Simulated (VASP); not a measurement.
# AlN (Pm) in VASP: further runs

Runs on AlN. Level: LDA. Tasks: single point.

All numbers are computed with VASP 6.6.1; they aren't measurements. Logs are shortened: lines on timing, memory, paths and dates and some standing lists are left out, and cuts for length are marked.

### 1 The cell of the first run

The structure is monoclinic, space group Pm (No. 6). Conventional cell: a = 3.276 Å, b = 4.101 Å, c = 5.674 Å, α = 90.00°, β = 90.00°, γ = 90.00°. Within 2.4 Å of Al (site symmetry m) lie 5 N at 1.78 to 2.05 Å. Within 2.5 Å of Al (site symmetry m) lie 5 N at 1.89 to 2.05 Å. Al (site symmetry m) has 5 N at 1.89 to 2.05 Å within 2.5 Å. Al (site symmetry m) has 5 N at 1.89 to 2.05 Å within 2.5 Å. N (site symmetry m) has 5 Al at 1.89 to 2.05 Å within 2.5 Å. Within 2.5 Å of N (site symmetry m) lie 5 Al at 1.89 to 2.05 Å. Within 2.5 Å of N (site symmetry m) lie 5 Al at 1.89 to 2.05 Å. N (site symmetry m) has 5 Al at 1.78 to 2.05 Å within 2.4 Å.

### 2 Single point, LDA (atom 1 (Al) moved by -0.124 Å along [1 0 0] and +0.000 Å along [1 2 0])

INCAR reads:

```
SYSTEM = AlN
PREC = Accurate
ENCUT = 520
EDIFF = 1E-6
ISMEAR = 0
SIGMA = 0.05
LREAL = .False.
LASPH = .True.
NELM = 60
ALGO = Normal
ISIF = 2
LWAVE = .False.
LCHARG = .True.
LELF = .True.
LVHAR = .True.
NBANDS = 26
```

KPOINTS reads:

```
regular mesh
0
Gamma
  8 6 4
  0 0 0
```

POSCAR reads:

```
AlN
1.0
   -1.6378403119      2.8368226349      0.0000000000
    0.0000000000      0.0000000000      4.1006264518
    4.9135209358      2.8368226349      0.0000000000
Al N
4 4
Direct
    0.5189273641      0.7500000000      0.1477393026
    1.0000000000      0.7500000000      0.6666666667
    0.0000000000      0.2500000000      0.3333333333
    0.5000000000      0.2500000000      0.8333333333
    0.5000000000      0.2500000000      0.1666666667
    1.0000000000      0.2500000000      0.6666666667
    0.0000000000      0.7500000000      0.3333333333
    0.5000000000      0.7500000000      0.8333333333
```

Potentials or basis: VASP PAW LDA potentials, release 64 (Al, N).

The run is started by

```console
cat potpaw_LDA.64/Al/POTCAR potpaw_LDA.64/N/POTCAR > POTCAR
mpirun -np 1 vasp_std > vasp.out
```

OUTCAR:

```text
SYSTEM = AlN
   PREC = Accurate
   ENCUT = 520
   EDIFF = 1E-6
   ISMEAR = 0
   LREAL = .False.
   LASPH = .True.
   NELM = 60
   ISIF = 2

 ion  position               nearest neighbor table
   1  0.519  0.750  0.148-   8 1.78   7 1.90   7 2.00   5 2.05   5 2.05   4 2.72   4 2.72   3 2.79
                             3 2.79   3 2.86   3 2.86   2 3.15   2 3.22   2 3.34
   2  0.000  0.750  0.667-   8 1.89   8 1.89   7 1.89   6 2.05   6 2.05   4 2.79   4 2.79   4 2.79
                             4 2.79   3 2.79   3 2.79   1 3.15   1 3.22   1 3.34
   3  0.000  0.250  0.333-   5 1.89   5 1.89   6 1.89   7 2.05   7 2.05   2 2.79   2 2.79   1 2.79
                             1 2.79   1 2.86   1 2.86   4 3.28   4 3.28   4 3.28   4 3.28
   4  0.500  0.250  0.833-   6 1.89   6 1.89   5 1.89   8 2.05   8 2.05   1 2.72   1 2.72   2 2.79
                             2 2.79   2 2.79   2 2.79   3 3.28   3 3.28   3 3.28   3 3.28
   5  0.500  0.250  0.167-   3 1.89   3 1.89   4 1.89   1 2.05   1 2.05
   6  0.000  0.250  0.667-   4 1.89   4 1.89   3 1.89   2 2.05   2 2.05
   7  0.000  0.750  0.333-   2 1.89   1 1.90   1 2.00   3 2.05   3 2.05
   8  0.500  0.750  0.833-   1 1.78   2 1.89   2 1.89   4 2.05   4 2.05

  LATTYP: Found a simple orthorhombic cell.
 ALAT       =     3.2756806238
 B/A-ratio  =     1.2518395176
 C/A-ratio  =     1.7320508076

  Lattice vectors:

 A1 = (  -1.6378403119,   2.8368226349,   0.0000000000)
 A2 = (   0.0000000000,   0.0000000000,   4.1006264518)
 A3 = (   4.9135209358,   2.8368226349,   0.0000000000)

Analysis of symmetry for initial positions (statically):
=====================================================================
 Subroutine PRICEL returns:
 Original cell was already a primitive cell.

 Routine SETGRP: Setting up the symmetry group for a
 simple orthorhombic supercell.

 Subroutine GETGRP returns: Found  2 space group operations
 (whereof  1 operations were pure point group operations)
 out of a pool of  8 trial point group operations.

The static configuration has the point symmetry C_1 .
 The point group associated with its full space group is C_1h.

Analysis of symmetry for dynamics (positions and initial velocities):
=====================================================================
 Subroutine PRICEL returns:
 Original cell was already a primitive cell.

 Routine SETGRP: Setting up the symmetry group for a
 simple orthorhombic supercell.

 Subroutine GETGRP returns: Found  2 space group operations
[... 116 lines left out ...]
   EDIFF  = 0.1E-05   stopping-criterion for ELM
   LREAL  =      F    real-space projection
   EDIFFG = 0.1E-04   stopping-criterion for IOM
   NSW    =      0    number of steps for IOM
   IBRION =     -1    ionic relax: 0-MD 1-quasi-New 2-CG
   NFREE  =      0    steps in history (QN), initial steepest desc. (CG)
   ISIF   =      2    stress and relaxation
   ISYM   =      2    0-nonsym 1-usesym 2-fastsym
   POTIM  = 0.5000    time-step for ionic-motion
   TEBEG  =    0.0;   TEEND  =   0.0 temperature during run
   PSTRESS=    0.0 pullay stress
   NELECT =      32.0000    total number of electrons
   NUPDOWN=      -1.0000    fix difference up-down
   EMIN   =  10.00;   EMAX   =-10.00  energy-range for DOS
   EFERMI =   0.00;   METHOD = LEGACY
   ISMEAR =     0;   SIGMA  =   0.05  broadening in eV -4-tet -1-fermi 0-gaus
   EFERMI_NEDOS =   21; number of points for ismear=-14 and -15
   IALGO  =     38    algorithm
   IMIX   =      4    mixing-type and parameters
     AMIX     =   0.40;   BMIX     =  1.00
     AMIX_MAG =   1.60;   BMIX_MAG =  1.00
  volume/ion in A,a.u.               =       9.53        64.29
  Fermi-wavevector in a.u.,A,eV,Ry     =   1.225896  2.316607 20.447110  1.502820
  Thomas-Fermi vector in A             =   2.360917
   LORBIT       =      0    0 simple, 1 ext, 2 COOP (PROOUT), +10 PAW based schemes
   GGA     = CA    functional components
   LHFCALC =     F    Hartree Fock is set to
   AEXX    =    0.0000 exact exchange contribution
   IVDW    =     0    specifies the selected vdW correction
   LEPSILON=     F    determine dielectric tensor
   LRPA    =     F    only Hartree local field effects (RPA)
 non-spin polarized calculation
 Gauss-broadening in eV      SIGMA  =   0.05
  energy-cutoff  :      520.00
  volume of cell :       76.21
 maximum number of plane-waves:      2088
   NGX = 13   NGY = 15   NGZ = 21

 number of electron      32.0000003 magnetization

 Free energy of the ion-electron system (eV)
  ---------------------------------------------------
  ext. energy  EPLUGINS =         0.00000000
  ---------------------------------------------------
  free energy    TOTEN  =       -64.79168213 eV

  energy without entropy =      -64.79168213  energy(sigma->0) =      -64.79168213

 E-fermi :   8.3840     XC(G=0): -11.6773

 val. band max:        8.1420169887   @ k =   0.0000   0.0000   0.0000
 cond. band min:      11.6500255298   @ k =   0.0000   0.0000   0.0000
 fundamental gap:      3.5080085411
 Fermi energy:         8.3840096341

 k-point     1 :       0.0000    0.0000    0.0000
  band No.  band energies     occupation
      1      -8.8338      2.00000
      2      -6.7692      2.00000
      3      -5.6419      2.00000
      4      -4.7382      2.00000
      5       0.9996      2.00000
      6       1.5406      2.00000
[... 685 lines left out ...]
     25      18.2186      0.00000
     26      18.2969      0.00000

 [... further k-points ...]
[... 5 lines left out ...]
  --------------------------------------------------------------------------------------
  -------------------------------------------------------------------------------------
  Total        1.0302862      0.6550336      0.2430564      1.5331291      0.0000000      0.0000000
  in kB       21.6598051     13.7708338      5.1097974     32.2311171      0.0000000      0.0000000
  external PRESSURE =      13.5134788 kB  Pullay stress =       0.0000000 kB

 VOLUME and BASIS-vectors are now :
 -----------------------------------------------------------------------------
  energy-cutoff  :      520.00
  volume of cell :       76.21
      direct lattice vectors                 reciprocal lattice vectors
    -1.637840312  2.836822635  0.000000000    -0.152640033  0.264380293  0.000000000
     0.000000000  0.000000000  4.100626452     0.000000000  0.000000000  0.243865178
     4.913520936  2.836822635  0.000000000     0.152640033  0.088126764  0.000000000

 POSITION                                       TOTAL-FORCE (eV/Angst)
 -----------------------------------------------------------------------------------
     -0.12400      1.89122      3.07547         2.856920      0.727270      0.000000
      3.27568      1.89122      3.07547        -0.532805     -0.275366      0.000000
      1.63784      0.94561      1.02516        -0.127202      0.075598      0.000000
      3.27568      3.78243      1.02516        -0.082758     -0.109536      0.000000
      0.00000      1.89122      1.02516        -0.521701     -0.132348      0.000000
      3.27568      1.89122      1.02516         0.216385      0.135702      0.000000
      1.63784      0.94561      3.07547        -0.696459      0.162435      0.000000
      3.27568      3.78243      3.07547        -1.112381     -0.583754      0.000000
 -----------------------------------------------------------------------------------
    total drift:                                0.000357      0.000171     -0.000000

  FREE ENERGIE OF THE ION-ELECTRON SYSTEM (eV)
  ---------------------------------------------------
  free  energy   TOTEN  =       -64.7916821304 eV

  energy  without entropy=      -64.7916821304  energy(sigma->0) =      -64.79168213
```

OSZICAR:

```text
N       E                     dE             d eps       ncg     rms          rms(c)
DAV:   1     0.104946637832E+03    0.10495E+03   -0.15012E+04  3752   0.112E+03
DAV:   2    -0.661220800030E+02   -0.17107E+03   -0.15934E+03  4990   0.223E+02
DAV:   3    -0.746652897780E+02   -0.85432E+01   -0.84917E+01  5054   0.507E+01
DAV:   4    -0.747328490262E+02   -0.67559E-01   -0.67517E-01  4526   0.516E+00
DAV:   5    -0.747336941019E+02   -0.84508E-03   -0.84485E-03  4916   0.566E-01    0.171E+01
DAV:   6    -0.650525442668E+02    0.96811E+01   -0.30558E+01  4696   0.286E+01    0.598E+00
DAV:   7    -0.649136036410E+02    0.13894E+00   -0.14909E+00  4608   0.570E+00    0.392E+00
DAV:   8    -0.648016996402E+02    0.11190E+00   -0.18823E-01  4524   0.277E+00    0.537E-01
DAV:   9    -0.647914989097E+02    0.10201E-01   -0.28871E-02  4924   0.864E-01    0.301E-01
DAV:  10    -0.647918163092E+02   -0.31740E-03   -0.18793E-03  4366   0.245E-01    0.153E-01
DAV:  11    -0.647916834014E+02    0.13291E-03   -0.25832E-04  4544   0.109E-01    0.387E-02
DAV:  12    -0.647916827319E+02    0.66952E-06   -0.33193E-05  4736   0.319E-02    0.179E-02
DAV:  13    -0.647916821304E+02    0.60151E-06   -0.99263E-07  2706   0.797E-03
   1 F= -.64791682E+02 E0= -.64791682E+02  d E =-.986514E-14
```

Run time: 83 s. Hardware: 1 thread of Intel Xeon Platinum 8375C at 2.90GHz (Ice Lake), shared host; peak memory 0.22 GiB.

What came out:

```
Free energy            : -64.7917 eV
Pressure               : 1.4 GPa
Largest force          : 2.948 eV/Å
Band gap on the k mesh : 3.51 eV
```

Forces in eV/Å, atoms in the order of the input:
```
Al   2.857  0.727  0.000
Al  -0.533 -0.275  0.000
Al  -0.127  0.076  0.000
Al  -0.083 -0.110  0.000
N   -0.522 -0.132  0.000
N    0.216  0.136  0.000
N   -0.696  0.162  0.000
N   -1.112 -0.584  0.000
```

Stress tensor (GPa, compression positive):
```
2.17 3.22 0.00
3.22 1.38 0.00
0.00 0.00 0.51
```

Caveat: the cell differs from its parent crystal (atom 1 (Al) moved by -0.124 Å along [1 0 0] and +0.000 Å along [1 2 0]); forces of over 1 eV/Å act on the atoms, so gaps and moduli don't describe the material at rest.

[end of part 1 of 2]
